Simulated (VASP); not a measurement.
A run of VASP 6.6.1 is set up as follows.

INCAR

```
  PREC = Accurate
  ENCUT = 520
  EDIFF = 1E-7
  ISMEAR = -1
  SIGMA = 0.05
  LREAL = F
  LASPH = T
  NELM = 80
  ALGO = Normal
  ISIF = 2
  LWAVE = F
  LCHARG = F
  GGA = CA
  NBANDS = 13
```

File KPOINTS:

```
regular mesh
0
Gamma
  14 14 14
```

The input POSCAR:

```
W
1.0
    0.0000000000      2.0503000000      2.0300000000
    2.0503000000      0.0000000000      2.0300000000
    2.0503000000      2.0503000000      0.0000000000
W
1
Direct
    0.0000000000      0.0000000000      0.0000000000
```

Potentials or basis: VASP PAW LDA potentials, release 64 (W_sv).

The run is started by

```bash
$ cat potpaw_LDA.64/W_sv/POTCAR > POTCAR
$ mpirun -np 1 vasp_std > vasp.out
```

Q: What does it give for the band gap on the k mesh?

A: Zero (band 7 reaches 12.93 eV, above the bottom of band 8 at 9.32 eV).

Q: What does it give for the pressure?

A: -21.0 GPa.

Stress tensor (GPa, compression positive):
```
-20.03   0.00   0.00
  0.00 -20.03   0.00
  0.00   0.00 -23.02
```

Caveat: the cell differs from its parent crystal (equal xx and yy strain of +1 %); spin-orbit coupling is left out, which moves the levels of the heavy elements.
